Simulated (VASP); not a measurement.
**NaH: single point with PBE**

Crystal: NaH.

```xyz
4
Lattice="3.9533 0.0000 0.0000 -1.9767 3.4237 0.0000 0.0000 0.0000 4.8283" Properties=species:S:1:pos:R:3 pbc="T T T"
Na    0.0000    2.2824    1.2071
Na    1.9767    1.1412    3.6212
H     1.9767    1.1412    1.2071
H     0.0000    2.2824    3.6212
```

```json
{"Program": "VASP 6.6.1", "Task": "single point", "Functional": "PBE", "Potentials or basis": "VASP PAW PBE potentials, release 64 (Na_pv, H)", "Cutoff": "500 eV", "k mesh": "6 × 6 × 4", "Occupations": "tetrahedron", "Spin": "no spin polarisation"}
```

| Quantity | Value |
| --- | --- |
| Pressure | 0.3 GPa |
| Band gap on the k mesh | 3.33 eV, indirect (least direct gap 4.24 eV) |

Stress tensor (GPa, compression positive):
```
0.28 0.00 0.00
0.00 0.28 0.00
0.00 0.00 0.38
```

Levels at points of the mesh, in eV from the valence-band top:
```
           k point  band 4  band 5  band 6  band 7  band 8  band 9  band 10  band 11  band 12  band 13
(0.00, 0.00, 0.00)  -22.23  -22.23  -22.21   -3.34   -0.02    4.91     7.97    10.30    10.30    10.65
(0.50, 0.00, 0.00)  -22.25  -22.24  -22.23   -1.51   -0.61    3.87     7.55     7.61     7.84     7.93
(0.00, 0.00, 0.50)  -22.25  -22.25  -22.25   -2.02   -2.02    6.94     6.94    11.07    11.07    11.07
(0.50, 0.00, 0.50)  -22.25  -22.22  -22.22   -0.82   -0.82    3.96     3.96     8.52     8.52     9.20
```

Wall time 24 s on 1 thread of Intel Xeon 8259CL, with other jobs on the host, peak memory 0.17 GiB.

A k mesh can miss the band edges. As with any semilocal functional, this PBE gap is likely too small.
